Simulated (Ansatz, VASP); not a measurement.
## KBr: VASP beside Ansatz

File INCAR:

```
PREC = Accurate ; ENCUT = 520
EDIFF = 1E-6 ; ISMEAR = 0
SIGMA = 0.05 ; LREAL = False
LASPH = True ; NELM = 60
ALGO = Normal ; ISIF = 2
LWAVE = False ; LCHARG = False
GGA = PE ; NBANDS = 15
```

File KPOINTS:

```
regular mesh
0
Gamma
  8 8 8
```

The input POSCAR:

```
KBr
1.0
    1.2874081599      4.0461399311      4.0461399311
    4.0461399311      1.2874081599      4.0461399311
    4.0461399311      4.0461399311      1.2874081599
K Br
1 1
Direct
    0.0000000000      0.0000000000      0.0000000000
    0.5000000000      0.5000000000      0.5000000000
```

Input for Ansatz:

```yaml
crystal:
  lattice:
    - [1.2874081599, 4.0461399311, 4.0461399311]
    - [4.0461399311, 1.2874081599, 4.0461399311]
    - [4.0461399311, 4.0461399311, 1.2874081599]
  atoms:
    - { symbol: K, position: [0.0, 0.0, 0.0] }
    - { symbol: Br, position: [0.5, 0.5, 0.5] }
basis:
  ecutwfc: 420
kpoints:
  mp_grid: { grid: [8, 8, 8] }
hamiltonian:
  xc: pbe
scf:
  occupations: { method: gaussian, width: 0.05 }
output:
  forces: true
  stress: true
  eigenvalues: true
```

Alike in both runs: task single point; functional PBE; k mesh 8 × 8 × 8; occupations gaussian, width 0.05 eV; no spin polarisation.

```csv
,VASP,Ansatz
version,VASP 6.6.1,Ansatz 0.2.0
potentials or method,"VASP PAW PBE potentials, release 64 (K_sv, Br), cutoff 520 eV","scalar-relativistic, plane waves, PAW"
valence electrons in the cell,16,16
```

Ansatz gave:

```
gap on the k mesh at the Fermi level (eV)                     : 1.50
least direct gap on the mesh (eV)                             : 1.50
pressure (GPa)                                                : -0.3
traceless stress, the component that is largest in VASP (GPa) : -4.64
```

Which values does VASP return?

gap on the k mesh at the Fermi level (eV): 1.49; least direct gap on the mesh (eV): 1.49; pressure (GPa): -0.3; traceless stress, the component that is largest in VASP (GPa): -4.63.
